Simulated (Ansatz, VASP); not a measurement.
**Two plane-wave programs on BN**

The input INCAR:

```
PREC = Accurate
ENCUT = 520
EDIFF = 1E-6
ISMEAR = 0
SIGMA = 0.01
LREAL = False
LASPH = True
NELM = 80
ALGO = Normal
ISIF = 2
LWAVE = False
LCHARG = False
GGA = PE
NBANDS = 11
```

File KPOINTS:

```
Automatic mesh
0
Gamma
  4 4 4
```

The input POSCAR:

```
BN
1.0
    0.0000000000      1.8075000000      1.8075000000
    1.8075000000      0.0000000000      1.8075000000
    1.8075000000      1.8075000000      0.0000000000
B N
1 1
Direct
    0.0000000000      0.0000000000      0.0000000000
    0.2500000000      0.2500000000      0.2500000000
```

Input for Ansatz:

```yaml
crystal:
  lattice:
    - [0.0, 1.8075, 1.8075]
    - [1.8075, 0.0, 1.8075]
    - [1.8075, 1.8075, 0.0]
  atoms:
    - { symbol: B, position: [0.0, 0.0, 0.0] }
    - { symbol: "N", position: [0.25, 0.25, 0.25] }
basis:
  ecutwfc: 420.0
kpoints:
  mp_grid:
    grid: [4, 4, 4]
hamiltonian:
  xc: pbe
scf:
  occupations:
    method: fixed
output:
  forces: true
  stress: true
```

Alike in both runs: task single point; functional PBE; k mesh 4 × 4 × 4; no spin polarisation.

```csv
,VASP,Ansatz
version,VASP 6.6.1,Ansatz 0.2.0
potentials or method,"VASP PAW PBE potentials, release 64 (B, N), cutoff 520 eV","plane waves, PAW"
occupations,"gaussian, width 0.01 eV",fixed
valence electrons in the cell,8,8
```

```tsv
	VASP	Ansatz	Ansatz less VASP
pressure (GPa)	4.0	3.7	-0.32
```

The k mesh is coarse, so the values compare programs but aren't converged.
